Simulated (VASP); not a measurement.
Wanted: the native input for a VASP 6.6.1 run.

```yaml
Task: relaxation of cell and atoms
Functional: PBEsol
Potentials_or_basis: VASP PAW PBE potentials, release 64 (Pt, Al)
Cutoff: 600 eV
k_mesh: 6 × 6 × 6
Occupations: fermi-dirac, width 0.05 eV
Spin: no spin polarisation
Dipole_correction: no
Further_INCAR_settings: ALGO = Fast; EDIFF = 1e-06; IBRION = 2; EDIFFG = -0.01; NSW = 60; ISIF = 3
```

The structure of AlPt lies in POSCAR:

```
AlPt
1.0
    4.8789320700      0.0000000000      0.0000000000
    0.0000000000      4.8789320700      0.0000000000
    0.0000000000      0.0000000000      4.8789320700
Pt Al
4 4
Direct
    0.8449369400      0.6550630600      0.3449369400
    0.6550630600      0.3449369400      0.8449369400
    0.3449369400      0.8449369400      0.6550630600
    0.1550630600      0.1550630600      0.1550630600
    0.1559679000      0.3440321000      0.6559679000
    0.3440321000      0.6559679000      0.1559679000
    0.6559679000      0.1559679000      0.3440321000
    0.8440321000      0.8440321000      0.8440321000
```

These files were run (other wordings do the same):

INCAR

```
PREC     = Accurate       # precision mode
ENCUT    = 600            # plane-wave cutoff, eV
EDIFF    = 1E-6           # SCF threshold, eV
ISMEAR   = -1             # smearing method
SIGMA    = 0.05           # smearing width, eV
LREAL    = F              # projectors in reciprocal space
LASPH    = T              # aspherical terms in the spheres
NELM     = 80             # most SCF steps
ALGO     = Fast           # electronic algorithm
ISIF     = 3              # what is computed and relaxed
LWAVE    = F              # write WAVECAR
LCHARG   = F              # write CHGCAR
GGA      = PS             # functional
IBRION   = 2              # ionic algorithm
NSW      = 60             # ionic steps
EDIFFG   = -0.01          # ionic threshold
```

KPOINTS

```
Automatic mesh
0
Gamma
  6 6 6
```

Potentials or basis: VASP PAW PBE potentials, release 64 (Pt, Al).

Launch:

```sh
$ cat potpaw_PBE.64/Pt/POTCAR potpaw_PBE.64/Al/POTCAR > POTCAR
$ mpirun -np 1 vasp_std > vasp.out
```

Results of the run:

```json
{"Relaxed volume": "14.42 Å³/atom", "Relaxed cell": "a = 4.868 Å, b = 4.868 Å, c = 4.868 Å, α = 90.00°, β = 90.00°, γ = 90.00°", "Space group after relaxing (to 0.1 Å)": "P2_13 (No. 198)", "Energy gained by relaxing": "0.5 meV/atom", "Ionic steps": "6", "Pressure after relaxing": "0.0 GPa", "Band gap on the k mesh": "zero (bands 26 and 27 overlap by 1.15 eV)"}
```

Caveat: the PAW data sets were made with another functional, which shifts forces and pressure a little; spin-orbit coupling is left out, which moves the levels of the heavy elements.

It took 2.6 min on 1 thread of Intel(R) Xeon(R) 6975P-C (Granite Rapids), on a shared host, peak memory 0.3 GiB.
